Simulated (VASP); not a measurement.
# Au (P6_3/mmc) in VASP: a series of runs, part 2 of 2

VASP 6.6.1. The steps go on from the part before.

## Step 5: Single point, r2SCAN (strain -0.030 along x and y, +0.015 along z)

POSCAR

```
Au
1.0
    2.8129984581      0.0000000000      0.0000000000
   -1.4064992291      2.4361281255      0.0000000000
    0.0000000000      0.0000000000      4.9532000000
Au
2
Direct
    0.3333333333      0.6666666667      0.7500000000
    0.6666666667      0.3333333333      0.2500000000
```

INCAR.step1

```
SYSTEM = Au
PREC = Accurate ; ENCUT = 520
ISMEAR = 0 ; SIGMA = 0.15
LREAL = .False. ; LASPH = .True.
NELM = 60 ; NBANDS = 18
GGA = PE ; ALGO = Normal
EDIFF = 1E-4 ; LWAVE = .True.
LCHARG = .False.
```

INCAR.step2

```
SYSTEM = Au
PREC = Accurate ; ENCUT = 520
EDIFF = 1E-7 ; ISMEAR = 0
SIGMA = 0.15 ; LREAL = .False.
LASPH = .True. ; NELM = 60
ALGO = Normal ; ISIF = 2
LWAVE = .False. ; LCHARG = .True.
METAGGA = R2SCAN ; LMIXTAU = .True.
LELF = .True. ; LVHAR = .True.
NBANDS = 18 ; ISTART = 1
```

KPOINTS

```
Automatic mesh
0
Gamma
  18 18 10
  0 0 0
```

Potentials or basis: VASP PAW PBE potentials, release 64 (Au).

Launch:

```sh
$ cat potpaw_PBE.64/Au/POTCAR > POTCAR
$ cp INCAR.step1 INCAR
$ mpirun -np 1 vasp_std > vasp.out
$ cp INCAR.step2 INCAR
$ mpirun -np 1 vasp_std > vasp.out
```

OUTCAR:

```text
SYSTEM = Au
   PREC = Accurate
   ENCUT = 520
   EDIFF = 1E-7
   ISMEAR = 0
   LREAL = .False.
   LASPH = .True.
   NELM = 60
   ISIF = 2
   METAGGA = R2SCAN
   ISTART = 1

 ion  position               nearest neighbor table
   1  0.333  0.667  0.750-   2 2.96   2 2.96   2 2.96   2 2.96   2 2.96   2 2.96
   2  0.667  0.333  0.250-   1 2.96   1 2.96   1 2.96   1 2.96   1 2.96   1 2.96

  LATTYP: Found a hexagonal cell.
 ALAT       =     2.8129984581
 C/A-ratio  =     1.7608257074

  Lattice vectors:

 A1 = (   2.8129984581,   0.0000000000,   0.0000000000)
 A2 = (  -1.4064992291,   2.4361281255,   0.0000000000)
 A3 = (   0.0000000000,   0.0000000000,   4.9532000000)

Analysis of symmetry for initial positions (statically):
=====================================================================
 Subroutine PRICEL returns:
 Original cell was already a primitive cell.

 Routine SETGRP: Setting up the symmetry group for a
 hexagonal supercell.

 Subroutine GETGRP returns: Found 24 space group operations
 (whereof 12 operations were pure point group operations)
 out of a pool of 24 trial point group operations.

The static configuration has the point symmetry D_3d.
 The point group associated with its full space group is D_6h.

Analysis of symmetry for dynamics (positions and initial velocities):
=====================================================================
 Subroutine PRICEL returns:
 Original cell was already a primitive cell.

 Routine SETGRP: Setting up the symmetry group for a
 hexagonal supercell.

 Subroutine GETGRP returns: Found 24 space group operations
 (whereof 12 operations were pure point group operations)
 out of a pool of 24 trial point group operations.

The dynamic configuration has the point symmetry D_3d.
 The point group associated with its full space group is D_6h.

 Subroutine INISYM returns: Found 24 space group operations
 (whereof 12 operations are pure point group operations),
 and found     1 'primitive' translations
[... 106 lines left out ...]
   NELECT =      22.0000    total number of electrons
   NUPDOWN=      -1.0000    fix difference up-down
   EMIN   =  10.00;   EMAX   =-10.00  energy-range for DOS
   EFERMI =   0.00;   METHOD = LEGACY
   ISMEAR =     0;   SIGMA  =   0.15  broadening in eV -4-tet -1-fermi 0-gaus
   EFERMI_NEDOS =   21; number of points for ismear=-14 and -15
   IALGO  =     38    algorithm
   IMIX   =      4    mixing-type and parameters
     AMIX     =   0.40;   BMIX     =  1.00
     AMIX_MAG =   1.60;   BMIX_MAG =  1.00
  volume/ion in A,a.u.               =      16.97       114.53
  Fermi-wavevector in a.u.,A,eV,Ry     =   1.416763  2.677294 27.309854  2.007218
  Thomas-Fermi vector in A             =   2.538064
   LORBIT       =      0    0 simple, 1 ext, 2 COOP (PROOUT), +10 PAW based schemes
   METAGGA = R2SCAN    functional components
   LHFCALC =     F    Hartree Fock is set to
   AEXX    =    0.0000 exact exchange contribution
   IVDW    =     0    specifies the selected vdW correction
   LEPSILON=     F    determine dielectric tensor
   LRPA    =     F    only Hartree local field effects (RPA)
 non-spin polarized calculation
 Gauss-broadening in eV      SIGMA  =   0.15
  energy-cutoff  :      520.00
  volume of cell :       33.94
 maximum number of plane-waves:       930
 NGX is ok and might be reduce to    24
   NGX = 11   NGY = 11   NGZ = 19

 number of electron      21.9999996 magnetization

 Free energy of the ion-electron system (eV)
  ---------------------------------------------------
  ext. energy  EPLUGINS =         0.00000000
  ---------------------------------------------------
  free energy    TOTEN  =      -101.13614064 eV

  energy without entropy =     -101.12822125  energy(sigma->0) =     -101.13218094

 E-fermi :   9.4847     XC(G=0): -13.6508

 val. band max:        9.4739722555   @ k =   0.3333   0.1667   0.0000
 cond. band min:       9.4961348844   @ k =   0.3333   0.1667   0.1000
 fundamental gap:      0.0221626290
 Fermi energy:         9.4847480115

 k-point     1 :       0.0000    0.0000    0.0000
  band No.  band energies     occupation
      1      -0.7551      2.00000
      2       1.4819      2.00000
      3       3.9544      2.00000
      4       4.4913      2.00000
      5       4.4913      2.00000
      6       4.7540      2.00000
[... 481 lines left out ...]
      5       4.7417      2.00000
      6       4.8612      2.00000
[... 10 lines left out ...]
     17      21.9884      0.00000
     18      24.9802      0.00000

 [... further k-points ...]
[... 5 lines left out ...]
  --------------------------------------------------------------------------------------
  -------------------------------------------------------------------------------------
  Total        1.8255983      1.8255983      0.8372299     -0.0000000     -0.0000000      0.0000000
  in kB       86.1708378     86.1708378     39.5184435     -0.0000000     -0.0000000      0.0000000
  external PRESSURE =      70.6200397 kB  Pullay stress =       0.0000000 kB

 VOLUME and BASIS-vectors are now :
 -----------------------------------------------------------------------------
  energy-cutoff  :      520.00
  volume of cell :       33.94
      direct lattice vectors                 reciprocal lattice vectors
     2.812998458  0.000000000  0.000000000     0.355492552  0.205243720  0.000000000
    -1.406499229  2.436128125  0.000000000     0.000000000  0.410487441  0.000000000
     0.000000000  0.000000000  4.953200000     0.000000000  0.000000000  0.201889687

 POSITION                                       TOTAL-FORCE (eV/Angst)
 -----------------------------------------------------------------------------------
     -0.00000      1.62409      3.71490        -0.000000      0.000000      0.000000
      1.40650      0.81204      1.23830         0.000000      0.000000      0.000000
 -----------------------------------------------------------------------------------
    total drift:                                0.000000     -0.000000      0.000000

  FREE ENERGIE OF THE ION-ELECTRON SYSTEM (eV)
  ---------------------------------------------------
  free  energy   TOTEN  =      -101.1361406383 eV

  energy  without entropy=     -101.1282212495  energy(sigma->0) =     -101.13218094
```

OUTCAR.step1:

```text
SYSTEM = Au
   PREC = Accurate
   ENCUT = 520
   ISMEAR = 0
   LREAL = .False.
   LASPH = .True.
[... 729 lines left out ...]
     -0.00000      1.62409      3.71490        -0.000000      0.000000      0.000000
      1.40650      0.81204      1.23830         0.000000      0.000000      0.000000
 -----------------------------------------------------------------------------------
    total drift:                                0.000000     -0.000000      0.000000

  FREE ENERGIE OF THE ION-ELECTRON SYSTEM (eV)
  ---------------------------------------------------
  free  energy   TOTEN  =        -6.3520505473 eV

  energy  without entropy=       -6.3441055299  energy(sigma->0) =       -6.34807804
```

It took 6.5 min on 1 thread of AMD EPYC 9R45 (Zen 5), shared host; peak memory 0.22 GiB.

Results:

- Free energy: -101.1361 eV
- Pressure: 7.1 GPa
- Band gap on the k mesh: zero (bands 11 and 12 overlap by 7.52 eV)

Caveat: the cell differs from its parent crystal (strain -0.030 along x and y, +0.015 along z); the cell stands under pressure; the PAW data sets were made with another functional, which shifts forces and pressure a little; spin-orbit coupling is left out, which moves the levels of the heavy elements.

## Step 6: Summary

| cell | gap on the mesh (eV) | pressure (GPa) |
| --- | --- | --- |
| a = 2.813, b = 2.813, c = 4.807 Å, angles 90.0, 90.0, 120.0°, 2 atoms | none | 12.6 |
| a = 2.813, b = 2.813, c = 4.880 Å, angles 90.0, 90.0, 120.0°, 2 atoms | none | 9.7 |
| a = 2.856, b = 2.856, c = 4.734 Å, angles 90.0, 90.0, 120.0°, 2 atoms | none | 9.1 |
| a = 2.813, b = 2.813, c = 4.953 Å, angles 90.0, 90.0, 120.0°, 2 atoms | none | 7.1 |

Alike in all rows: task single point; level r2SCAN; potentials or basis VASP PAW PBE potentials, release 64 (Au); no spin polarisation; k mesh 18 × 18 × 10; cutoff (eV) 520; smearing gaussian 0.15 eV.

Caveats: the cell stands under pressure; the PAW data sets were made with another functional, which shifts forces and pressure a little; spin-orbit coupling is left out, which moves the levels of the heavy elements.

Total energies depend on the potentials used, so only differences within one code and one set of settings carry meaning.

The gap in the log of VASP goes by the Fermi energy; the results here count the filled bands.